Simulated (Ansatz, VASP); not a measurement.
TePb in VASP and in Ansatz

The input INCAR:

```
SYSTEM = TePb
ALGO     = Normal         ! electronic algorithm
EDIFF    = 1E-6           ! SCF threshold, eV
ENCUT    = 520            ! plane-wave cutoff, eV
GGA      = PE             ! functional
ISIF     = 2              ! what is computed and relaxed
ISMEAR   = 0              ! smearing method
LASPH    = .TRUE.         ! aspherical terms in the spheres
LCHARG   = .FALSE.        ! write CHGCAR
LREAL    = .FALSE.        ! projectors in reciprocal space
LWAVE    = .FALSE.        ! write WAVECAR
NBANDS   = 17             ! bands
NELM     = 80             ! most SCF steps
PREC     = Accurate       ! precision mode
SIGMA    = 0.05           ! smearing width, eV
```

The input KPOINTS:

```
k-points
0
G
  8 8 8
  0 0 0
```

The input POSCAR:

```
TePb
1.0
    4.0053937448      0.0000000000      0.0000000000
    0.0000000000      4.0053937448      0.0000000000
    0.0000000000      0.0000000000      4.0053937448
Pb Te
1 1
Direct
    0.0000000000      0.0000000000      0.0000000000
    0.5199730676      0.5000000000      0.5000000000
```

Input for Ansatz:

```yaml
crystal:
  lattice:
    - [4.0053937448, 0.0, 0.0]
    - [0.0, 4.0053937448, 0.0]
    - [0.0, 0.0, 4.0053937448]
  atoms:
    - { symbol: Pb, position: [0.0, 0.0, 0.0] }
    - { symbol: Te, position: [0.5199730676, 0.5, 0.5] }
basis:
  ecutwfc: 420
  ecutrho_ratio: 4
kpoints:
  mp_grid: { grid: [8, 8, 8] }
hamiltonian:
  xc: pbe
scf:
  occupations: { method: gaussian, width: 0.05 }
output:
  forces: true
  stress: true
  eigenvalues: true
  write_density: true
  write_potential: true
  elf: true
  volumetric_format: npy
```

Alike in both runs: task single point; functional PBE; k mesh 8 × 8 × 8; occupations gaussian, width 0.05 eV; no spin polarisation.

```csv
,VASP,Ansatz
version,VASP 6.6.1,Ansatz 0.2.0
potentials or method,"VASP PAW PBE potentials, release 64 (Pb_d, Te), cutoff 520 eV","scalar-relativistic, plane waves, PAW"
valence electrons in the cell,20,30
```

```csv
,VASP,Ansatz,Ansatz less VASP
gap on the k mesh at the Fermi level (eV),none,none,-
pressure (GPa),0.0,0.0,+0.05
rms of the force components (eV/Å),0.019,0.019,+0.0003
```

Atom by atom the forces differ by 0.000 eV/Å (rms over components). A gap of «none» marks a metal or a gap that the smearing closes. VASP's potentials hold 20 valence electrons a cell and Ansatz's 30, so a difference there can come from the potentials and not from the codes.

Neither program's run includes spin-orbit coupling.
